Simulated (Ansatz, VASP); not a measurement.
**Two plane-wave programs on SrTe**

INCAR

```
SYSTEM = SrTe
PREC = Accurate ; ENCUT = 500
EDIFF = 1E-6 ; ISMEAR = 0
SIGMA = 0.05 ; LREAL = .False.
LASPH = .True. ; NELM = 120
ALGO = Normal ; ISIF = 2
LWAVE = .False. ; LCHARG = .False.
GGA = PE ; IVDW = 12
NBANDS = 15 ; GGA_COMPAT = .False.
```

The input KPOINTS:

```
Automatic mesh
0
Gamma
  6 6 6
  0 0 0
```

POSCAR

```
SrTe
1.0
    0.0000000000      3.3534682762      3.3534682762
    3.3534682762      0.0000000000      3.3534682762
    3.3534682762      3.3534682762      0.0000000000
Sr Te
1 1
Direct
    0.5000000000      0.5000000000      0.5000000000
    0.0000000000      0.0000000000      0.0000000000
```

Input for Ansatz:

```yaml
crystal:
  lattice:
    - [0.0, 3.3534682762, 3.3534682762]
    - [3.3534682762, 0.0, 3.3534682762]
    - [3.3534682762, 3.3534682762, 0.0]
  atoms:
    - { symbol: Sr, position: [0.5, 0.5, 0.5] }
    - { symbol: Te, position: [0.0, 0.0, 0.0] }
basis:
  ecutwfc: 420
  ecutrho_ratio: 4
kpoints:
  mp_grid: { grid: [6, 6, 6] }
hamiltonian:
  xc: pbe
  dispersion: d3bj
scf:
  occupations: { method: gaussian, width: 0.05 }
output:
  forces: true
  stress: true
  eigenvalues: true
```

Alike in both runs: task single point; functional PBE; dispersion D3(BJ); k mesh 6 × 6 × 6; occupations gaussian, width 0.05 eV; no spin polarisation.

|  | VASP | Ansatz |
| --- | --- | --- |
| version | VASP 6.6.1 | Ansatz 0.2.0 |
| potentials or method | VASP PAW PBE potentials, release 64 (Sr_sv, Te), cutoff 500 eV | scalar-relativistic, plane waves, PAW |
| valence electrons in the cell | 16 | 26 |

```csv
,VASP,Ansatz,Ansatz less VASP
gap on the k mesh at the Fermi level (eV),1.75,1.77,+0.024
least direct gap on the mesh (eV),2.47,2.49,+0.017
pressure (GPa),-1.2,-1.3,-0.09
```

VASP's potentials hold 16 valence electrons a cell and Ansatz's 26, so a difference there can come from the potentials and not from the codes.

Neither program's run includes spin-orbit coupling.
